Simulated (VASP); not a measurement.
BiTe:

```
Bi Te
1.0
     0.00000    3.16896    3.16896
     3.16896    0.00000    3.16896
     3.16896    3.16896    0.00000
Bi Te
1 1
Cartesian
  0.0000 0.0000 0.0000
  3.1690 3.1690 3.1690
```

Base run:

* Program: VASP 6.6.1
* Functional: r2SCAN
* Potentials or basis: VASP PAW PBE potentials, release 64 (Bi_d, Te)
* Cutoff: 520 eV
* k mesh: 7 × 7 × 7
* Occupations: fermi-dirac, width 0.05 eV
* Spin: no spin polarisation

Its results: pressure 3.7 GPa.

Task: The run is repeated on the same cell with these changes: functional from r2SCAN to PBEsol. What comes out?

Result: Pressure 1.7 GPa.

Caveats: the PAW data sets were made with another functional, which shifts forces and pressure a little.
